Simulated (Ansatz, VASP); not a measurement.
## Two plane-wave programs on WS2

```
W S
1.0
     1.57900    0.91164    6.16333
    -1.57900    0.91164    6.16333
     0.00000   -1.82327    6.16333
W S
1 2
Direct
  0.00000 0.00000 0.00000
  0.24970 0.24970 0.24970
  0.41900 0.41900 0.41900
```

Alike in both runs: task single point; functional PBEsol; k mesh 11 × 11 × 11; occupations gaussian, width 0.3 eV; no spin polarisation.

|  | VASP | Ansatz |
| --- | --- | --- |
| version | VASP 6.6.1 | Ansatz 0.2.0 |
| potentials or method | VASP PAW PBE potentials, release 64 (W_sv, S) | plane waves, PAW |
| plane-wave cutoff (eV) | 500 | 420 |
| valence electrons in the cell | 26 | 26 |

```tsv
	VASP	Ansatz	Ansatz less VASP
pressure (GPa)	-0.5	-0.6	-0.11
traceless stress, the component that is largest in VASP (GPa)	0.72	0.69	-0.026
rms of the force components (eV/Å)	0.247	0.247	+0.0003
```

VASP's potentials were made for PBE, not for PBEsol. Atom by atom the forces differ by 0.010 eV/Å (rms over components). Ansatz's warnings: stress scf threshold loose.

Neither program's run includes spin-orbit coupling.
